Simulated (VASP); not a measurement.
# MgI2 (P-3m1) in VASP: further runs, part 2 of 2

VASP 6.6.1. The steps go on from the part before.

## (3) Single point, PBE (uniaxial z strain -1.5%)

INCAR reads:

```
SYSTEM = MgI2
ALGO = Normal
EDIFF = 1E-7
ENCUT = 520
GGA = PE
ISIF = 2
ISMEAR = -1
LASPH = .TRUE.
LCHARG = .TRUE.
LELF = .TRUE.
LREAL = .FALSE.
LVHAR = .TRUE.
LWAVE = .FALSE.
NBANDS = 15
NELM = 60
PREC = Accurate
SIGMA = 0.02
```

KPOINTS reads:

```
k-points
0
G
  12 12 4
  0 0 0
```

POSCAR reads:

```
MgI2
1.0
    4.1572130815      0.0000000000      0.0000000000
   -2.0786065407      3.6002521375      0.0000000000
    0.0000000000      0.0000000000      6.7702252789
Mg I
1 2
Direct
    0.0000000000      0.0000000000      0.0000000000
    0.3333333333      0.6666666667      0.2454183087
    0.6666666667      0.3333333333      0.7545816913
```

Potentials or basis: VASP PAW PBE potentials, release 64 (Mg, I).

Command:

```console
cat potpaw_PBE.64/Mg/POTCAR potpaw_PBE.64/I/POTCAR > POTCAR
mpirun -np 1 vasp_std > vasp.out
```

OUTCAR:

```text
SYSTEM = MgI2
   EDIFF = 1E-7
   ENCUT = 520
   GGA = PE
   ISIF = 2
   ISMEAR = -1
   LASPH = .TRUE.
   LREAL = .FALSE.
   NELM = 60
   PREC = Accurate

 ion  position               nearest neighbor table
   1  0.000  0.000  0.000-   2 2.92   3 2.92   2 2.92   3 2.92   3 2.92   2 2.92
   2  0.333  0.667  0.245-   1 2.92   1 2.92   1 2.92
   3  0.667  0.333  0.755-   1 2.92   1 2.92   1 2.92

  LATTYP: Found a hexagonal cell.
 ALAT       =     4.1572130815
 C/A-ratio  =     1.6285490174

  Lattice vectors:

 A1 = (   4.1572130815,   0.0000000000,   0.0000000000)
 A2 = (  -2.0786065407,   3.6002521375,   0.0000000000)
 A3 = (   0.0000000000,   0.0000000000,   6.7702252789)

Analysis of symmetry for initial positions (statically):
=====================================================================
 Subroutine PRICEL returns:
 Original cell was already a primitive cell.

 Routine SETGRP: Setting up the symmetry group for a
 hexagonal supercell.

 Subroutine GETGRP returns: Found 12 space group operations
 (whereof 12 operations were pure point group operations)
 out of a pool of 24 trial point group operations.

The static configuration has the point symmetry D_3d.

Analysis of symmetry for dynamics (positions and initial velocities):
=====================================================================
 Subroutine PRICEL returns:
 Original cell was already a primitive cell.

 Routine SETGRP: Setting up the symmetry group for a
 hexagonal supercell.

 Subroutine GETGRP returns: Found 12 space group operations
 (whereof 12 operations were pure point group operations)
 out of a pool of 24 trial point group operations.

The dynamic configuration has the point symmetry D_3d.

 Subroutine INISYM returns: Found 12 space group operations
 (whereof 12 operations are pure point group operations),
 and found     1 'primitive' translations

----------------------------------------------------------------------------------------

                                     Primitive cell
[... 118 lines left out ...]
   GGA     = PE    functional components
   LHFCALC =     F    Hartree Fock is set to
   AEXX    =    0.0000 exact exchange contribution
   IVDW    =     0    specifies the selected vdW correction
   LEPSILON=     F    determine dielectric tensor
   LRPA    =     F    only Hartree local field effects (RPA)
 non-spin polarized calculation
  energy-cutoff  :      520.00
  volume of cell :      101.33
 maximum number of plane-waves:      2786
 NGX is ok and might be reduce to    32
   NGX = 15   NGY = 15   NGZ = 25

 number of electron      16.0000000 magnetization

 Free energy of the ion-electron system (eV)
  ---------------------------------------------------
  ext. energy  EPLUGINS =         0.00000000
  ---------------------------------------------------
  free energy    TOTEN  =        -7.68568652 eV

  energy without entropy =       -7.68568652  energy(sigma->0) =       -7.68568652

 E-fermi :   2.8845     XC(G=0):  -8.2762

 val. band max:        2.5021109166   @ k =   0.0000   0.0000   0.0000
 cond. band min:       5.9364237468   @ k =   0.5000   0.0000   0.2500
 fundamental gap:      3.4343128302
 Fermi energy:         2.8844719890

 k-point     1 :       0.0000    0.0000    0.0000
  band No.  band energies     occupation
      1      -9.6789      2.00000
      2      -8.9314      2.00000
      3      -1.1590      2.00000
      4       1.9349      2.00000
      5       1.9349      2.00000
      6       2.3380      2.00000
      7       2.3380      2.00000
      8       2.5021      2.00000
      9       6.1136      0.00000
     10       7.1608      0.00000
     11       9.0998      0.00000
     12       9.0998      0.00000
     13       9.9817      0.00000
     14      10.5694      0.00000
[... 401 lines left out ...]
      2      -8.9506      2.00000
      3      -0.7098      2.00000
      4       1.0997      2.00000
      5       1.2236      2.00000
      6       1.6934      2.00000
      7       2.0749      2.00000
      8       2.1985      2.00000
      9       6.9492      0.00000
     10       8.0713      0.00000
     11       8.9474      0.00000
     12       9.4285      0.00000
     13       9.5919      0.00000
     14      10.1153      0.00000
     15      10.6917      0.00000

 [... further k-points ...]
[... 5 lines left out ...]
  --------------------------------------------------------------------------------------
  -------------------------------------------------------------------------------------
  Total        0.7096256      0.7096256      1.0046348      0.0000000      0.0000000      0.0000000
  in kB       11.2202237     11.2202237     15.8847540      0.0000000      0.0000000      0.0000000
  external PRESSURE =      12.7750671 kB  Pullay stress =       0.0000000 kB

 VOLUME and BASIS-vectors are now :
 -----------------------------------------------------------------------------
  energy-cutoff  :      520.00
  volume of cell :      101.33
      direct lattice vectors                 reciprocal lattice vectors
     4.157213082  0.000000000  0.000000000     0.240545765  0.138879162  0.000000000
    -2.078606541  3.600252138  0.000000000     0.000000000  0.277758324  0.000000000
     0.000000000  0.000000000  6.770225279     0.000000000  0.000000000  0.147705572

 POSITION                                       TOTAL-FORCE (eV/Angst)
 -----------------------------------------------------------------------------------
      0.00000      0.00000      0.00000        -0.000000      0.000000      0.000000
     -0.00000      2.40017      1.66154         0.000000      0.000000      0.001844
      2.07861      1.20008      5.10869        -0.000000     -0.000000     -0.001844
 -----------------------------------------------------------------------------------
    total drift:                               -0.000000      0.000000     -0.000000

  FREE ENERGIE OF THE ION-ELECTRON SYSTEM (eV)
  ---------------------------------------------------
  free  energy   TOTEN  =        -7.6856865247 eV

  energy  without entropy=       -7.6856865247  energy(sigma->0) =       -7.68568652
```

OSZICAR:

```text
N       E                     dE             d eps       ncg     rms          rms(c)
DAV:   1     0.759594711657E+02    0.75959E+02   -0.58124E+03  2070   0.841E+02
DAV:   2    -0.186352174382E+01   -0.77823E+02   -0.70827E+02  2848   0.132E+02
DAV:   3    -0.772319933315E+01   -0.58597E+01   -0.58363E+01  2798   0.414E+01
DAV:   4    -0.783450832189E+01   -0.11131E+00   -0.11130E+00  2956   0.679E+00
DAV:   5    -0.783545363668E+01   -0.94531E-03   -0.94530E-03  2826   0.576E-01    0.405E+00
DAV:   6    -0.771075274179E+01    0.12470E+00   -0.10996E-01  2322   0.169E+00    0.275E+00
DAV:   7    -0.768726492964E+01    0.23488E-01   -0.11911E-01  2441   0.172E+00    0.745E-01
DAV:   8    -0.768554750299E+01    0.17174E-02   -0.75514E-03  2315   0.497E-01    0.258E-01
DAV:   9    -0.768569252829E+01   -0.14503E-03   -0.98029E-04  2840   0.186E-01    0.921E-02
DAV:  10    -0.768567967567E+01    0.12853E-04   -0.33184E-05  2567   0.398E-02    0.363E-02
DAV:  11    -0.768568555471E+01   -0.58790E-05   -0.13821E-05  2602   0.232E-02    0.220E-02
DAV:  12    -0.768568610600E+01   -0.55129E-06   -0.59753E-07  2686   0.448E-03    0.804E-03
DAV:  13    -0.768568622642E+01   -0.12042E-06   -0.33104E-08  2001   0.119E-03    0.527E-03
DAV:  14    -0.768568656994E+01   -0.34352E-06   -0.31912E-07  2364   0.351E-03    0.366E-03
DAV:  15    -0.768568652472E+01    0.45220E-07   -0.10063E-08  2022   0.646E-04
   1 F= -.76856865E+01 E0= -.76856865E+01  d E =-.190000E-10
```

It took 85 s on 1 thread of Intel Xeon Platinum 8259CL at 2.50GHz (Skylake/Cascade Lake), shared host; peak memory 0.28 GiB.

What came out:

- Free energy: -7.6857 eV
- Pressure: 1.3 GPa
- Band gap on the k mesh: 3.43 eV (least direct gap 3.61 eV)

Levels at points of the mesh, in eV from the valence-band top:
```csv
k point,band 5,band 6,band 7,band 8,band 9,band 10,band 11,band 12
"(0.00, 0.00, 0.00)",-0.57,-0.16,-0.16,0.00,3.61,4.66,6.60,6.60
"(0.50, 0.00, 0.00)",-1.99,-1.50,-1.01,-0.53,3.55,5.25,5.42,6.82
"(0.00, 0.00, 0.50)",-0.45,-0.45,-0.29,-0.29,4.58,4.77,6.39,6.39
"(0.50, 0.00, 0.50)",-1.30,-1.17,-0.87,-0.81,3.46,5.12,5.63,5.99
```

Caveat: the cell differs from its parent crystal (uniaxial z strain -1.5%); spin-orbit coupling is left out, which moves the levels of the heavy elements; this functional lacks dispersion, which binds layers or chains, so the pressure and a relaxed spacing across them are unreliable. A k mesh can miss the band edges.

## (4) Single point, PBE

This run uses another cell than the first one, of 34.29 Å³/atom.

INCAR reads:

```
PREC = Accurate
ENCUT = 520
EDIFF = 1E-6
ISMEAR = -1
SIGMA = 0.02
LREAL = F
LASPH = T
NELM = 80
ALGO = Normal
ISIF = 2
LWAVE = F
LCHARG = F
GGA = PE
NBANDS = 15
```

KPOINTS reads:

```
regular mesh
0
Gamma
  12 12 4
```

POSCAR reads:

```
MgI2
1.0
    4.1572130815      0.0000000000      0.0000000000
   -2.0786065407      3.6002521375      0.0000000000
    0.0000000000      0.0000000000      6.8733251562
Mg I
1 2
Direct
    0.0000000000      0.0000000000      0.0000000000
    0.3333333333      0.6666666667      0.2426220995
    0.6666666667      0.3333333333      0.7573779005
```

Command:

```console
cat potpaw_PBE.64/Mg/POTCAR potpaw_PBE.64/I/POTCAR > POTCAR
mpirun -np 1 vasp_std > vasp.out
```

It took 72 s on 1 thread of Intel Xeon Platinum 8259CL at 2.50GHz (Skylake/Cascade Lake), shared host; peak memory 0.29 GiB.

Results (log left out):

```
Free energy            : -7.6992 eV
Pressure               : 1.1 GPa
Band gap on the k mesh : 3.51 eV (least direct gap 3.68 eV)
```

Stress tensor (GPa, compression positive):
```
0.99 0.00 0.00
0.00 0.99 0.00
0.00 0.00 1.22
```

Levels at points of the mesh, in eV from the valence-band top:
| k point | band 5 | band 6 | band 7 | band 8 | band 9 | band 10 | band 11 | band 12 |
| --- | --- | --- | --- | --- | --- | --- | --- | --- |
| (0.00, 0.00, 0.00) | -0.46 | -0.08 | -0.08 | 0.00 | 3.68 | 4.76 | 6.68 | 6.68 |
| (0.50, 0.00, 0.00) | -1.87 | -1.39 | -0.91 | -0.46 | 3.62 | 5.31 | 5.51 | 6.93 |
| (0.00, 0.00, 0.50) | -0.36 | -0.36 | -0.19 | -0.19 | 4.63 | 4.84 | 6.49 | 6.49 |
| (0.50, 0.00, 0.50) | -1.22 | -1.13 | -0.80 | -0.70 | 3.52 | 5.20 | 5.68 | 6.06 |

Caveat: spin-orbit coupling is left out, which moves the levels of the heavy elements; this functional lacks dispersion, which binds layers or chains, so the pressure and a relaxed spacing across them are unreliable.

## (5) Overview

```tsv
cell	gap on the mesh (eV)	pressure (GPa)
a = 4.032, b = 4.032, c = 6.994 Å, angles 90.0, 90.0, 120.0°, 3 atoms, atomic positions A	3.47	2.5
a = 4.157, b = 4.157, c = 6.770 Å, angles 90.0, 90.0, 120.0°, 3 atoms, atomic positions B	3.43	1.3
a = 4.157, b = 4.157, c = 6.873 Å, angles 90.0, 90.0, 120.0°, 3 atoms, atomic positions C	3.51	1.1
```

Alike in all rows: task single point; level PBE; potentials or basis VASP PAW PBE potentials, release 64 (Mg, I); no spin polarisation; k mesh 12 × 12 × 4; cutoff (eV) 520; smearing fermi-dirac 0.02 eV.

Caveats: spin-orbit coupling is left out, which moves the levels of the heavy elements; this functional lacks dispersion, which binds layers or chains, so the pressure and a relaxed spacing across them are unreliable.

Absolute energies hang on the potentials; compare differences alone.
